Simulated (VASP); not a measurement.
Input of a VASP 6.6.1 run:

INCAR

```
ALGO = Normal ; EDIFF = 1E-6
ENCUT = 520 ; GGA = PE
ISIF = 2 ; ISMEAR = 0
LASPH = True ; LCHARG = True
LELF = True ; LREAL = False
LVHAR = True ; LWAVE = False
NBANDS = 22 ; NELM = 80
PREC = Accurate ; SIGMA = 0.1
```

File KPOINTS:

```
k-points
0
Gamma
  12 12 12
```

The input POSCAR:

```
LiOs3
1.0
    3.7977256096      0.0000000000      0.0000000000
    0.0000000000      3.7977256096      0.0000000000
    0.0000000000      0.0000000000      3.7977256096
Li Os
1 3
Direct
    0.0000000000      0.0000000000      0.0000000000
    0.0000000000      0.5000000000      0.5000000000
    0.5000000000      0.0000000000      0.5000000000
    0.5000000000      0.5000000000      0.0000000000
```

Potentials or basis: VASP PAW PBE potentials, release 64 (Li_sv, Os).

Launch:

```sh
$ cat potpaw_PBE.64/Li_sv/POTCAR potpaw_PBE.64/Os/POTCAR > POTCAR
$ mpirun -np 1 vasp_std > vasp.out
```

Question: Estimate the band gap on the k mesh.

Answer: Zero (an odd number of electrons rules out a gap without spin polarisation).

Caveat: spin-orbit coupling is left out, which moves the levels of the heavy elements.
